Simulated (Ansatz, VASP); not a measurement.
# One calculation of SiC, two programs

```
CELL_PARAMETERS angstrom
5.33538 0.00000 0.00000
0.00000 5.33538 0.00000
0.00000 0.00000 2.93396
ATOMIC_POSITIONS crystal
Si 0.67179 0.67179 0.50000
Si 0.17179 0.82821 0.25000
Si 0.32821 0.32821 0.00000
Si 0.82821 0.17179 0.75000
C 0.82943 0.82943 0.00000
C 0.32943 0.67057 0.75000
C 0.17057 0.17057 0.50000
C 0.67057 0.32943 0.25000
```

Alike in both runs: functional PBE; k mesh 4 × 4 × 6; occupations gaussian, width 0.1 eV; no spin polarisation.

Ansatz relaxed the structure, and its values are those at the end. VASP's run is a single point on that final structure, the one shown.

```csv
,VASP,Ansatz
version,VASP 6.6.1,Ansatz 0.2.0
potentials or method,"VASP PAW PBE potentials, release 64 (Si, C), cutoff 520 eV","scalar-relativistic, plane waves, PAW"
valence electrons in the cell,32,32
```

```tsv
	VASP	Ansatz	Ansatz less VASP
gap on the k mesh at the Fermi level (eV)	0.56	0.57	+0.002
least direct gap on the mesh (eV)	2.28	2.28	+0.002
pressure (GPa)	0.0	0.0	-0.02
```
